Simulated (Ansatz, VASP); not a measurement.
## CoO in VASP and in Ansatz

The input INCAR:

```
SYSTEM = CoO
PREC = Accurate
ENCUT = 600
EDIFF = 1E-6
ISMEAR = 0
SIGMA = 0.05
LREAL = .FALSE.
LASPH = .TRUE.
NELM = 200
ALGO = Normal
ISIF = 2
LWAVE = .FALSE.
LCHARG = .FALSE.
ISPIN = 2
MAGMOM = 3 0
LORBIT = 11
LMAXMIX = 4
LDAU = .TRUE.
LDAUTYPE = 1
LDAUL = 2 -1
LDAUU = 4 0
LDAUJ = 0.5 0
LDAUPRINT = 1
GGA = PS
NBANDS = 22
GGA_COMPAT = .FALSE.
```

KPOINTS

```
Automatic mesh
0
G
  9 9 9
  0 0 0
```

POSCAR

```
CoO
1.0
   -1.5080004400      1.5080004400      2.1072503600
    1.5080004400     -1.5080004400      2.1072503600
    1.5080004400      1.5080004400     -2.1072503600
Co O
1 1
Direct
    0.0000000000      0.0000000000      0.0000000000
    0.5000000000      0.5000000000      0.0000000000
```

Input for Ansatz:

```yaml
crystal:
  lattice:
    - [-1.50800044, 1.50800044, 2.10725036]
    - [1.50800044, -1.50800044, 2.10725036]
    - [1.50800044, 1.50800044, -2.10725036]
  atoms:
    - { symbol: Co, position: [0.0, 0.0, 0.0], spin: 3.0 }
    - { symbol: O, position: [0.5, 0.5, 0.0] }
basis:
  ecutwfc: 420
  ecutrho_ratio: 4
kpoints:
  mp_grid: { grid: [9, 9, 9] }
hamiltonian:
  xc: pbesol
  hubbard: { sites: [{ site: 0, l: d, u: 4.0, j: 0.5 }] }
scf:
  occupations: { method: gaussian, width: 0.05 }
output:
  forces: true
  stress: true
  eigenvalues: true
  populations: true
  hubbard: { sites: [{ site: 0, l: d }] }
magnetization:
  spin_polarized: true
```

Alike in both runs: task single point; functional PBEsol; k mesh 9 × 9 × 9; occupations gaussian, width 0.05 eV; collinear spin; Hubbard terms Co d U = 4.0 eV, J = 0.5 eV.

|  | VASP | Ansatz |
| --- | --- | --- |
| version | VASP 6.6.1 | Ansatz 0.2.0 |
| potentials or method | VASP PAW PBE potentials, release 64 (Co_sv, O), cutoff 600 eV | scalar-relativistic, plane waves, PAW |
| valence electrons in the cell | 23 | 23 |

Ansatz gave:

```
pressure (GPa)                                                : 2.4
traceless stress, the component that is largest in VASP (GPa) : 1.47
net moment per atom (μB)                                      : 1.50
size of the moment on the site where the two differ most (μB) : 2.59
```

What did VASP give for the same quantities?

Pressure (GPa): -8.9; traceless stress, the component that is largest in VASP (GPa): -5.76; net moment per atom (μB): 1.50; size of the moment on the site where the two differ most (μB): 2.69.

VASP's potentials were made for PBE, not for PBEsol. Site moments also hang on the region over which each program counts them. The programs project onto different local orbitals, so the same U acts differently, and such runs can settle in different states. Ansatz's warnings: reached outside group, stability check not made.
